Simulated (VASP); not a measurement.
A run of VASP 6.6.1 is set up as follows.

The input INCAR:

```
PREC = Accurate ; ENCUT = 520
EDIFF = 1E-7 ; ISMEAR = -1
SIGMA = 0.05 ; LREAL = F
LASPH = T ; NELM = 150
ALGO = Normal ; ISIF = 2
LWAVE = F ; LCHARG = F
ISPIN = 2 ; MAGMOM = 3 3
LORBIT = 11 ; LMAXMIX = 4
GGA = PE ; NBANDS = 20
```

File KPOINTS:

```
Automatic mesh
0
Gamma
  11 11 11
```

File POSCAR:

```
Co
1.0
    3.6280000000      1.8140000000      1.8140000000
    1.8140000000      3.6280000000      1.8140000000
    1.8140000000      1.8140000000      3.6280000000
Co
2
Direct
    0.0000000000      0.0000000000      0.0000000000
    0.5000000000      0.5000000000      0.5000000000
```

Potentials or basis: VASP PAW PBE potentials, release 64 (Co).

Run with:

```console
$ cat potpaw_PBE.64/Co/POTCAR > POTCAR
$ mpirun -np 1 vasp_std > vasp.out
```

(1) Predict the net moment.

(2) What does it give for the pressure?

(3) Predict the site moments.

Answers

(1) 3.38 μB per cell.

(2) -15.8 GPa.

(3) Co +1.73 μB.

Caveat: the cell stands under tension.
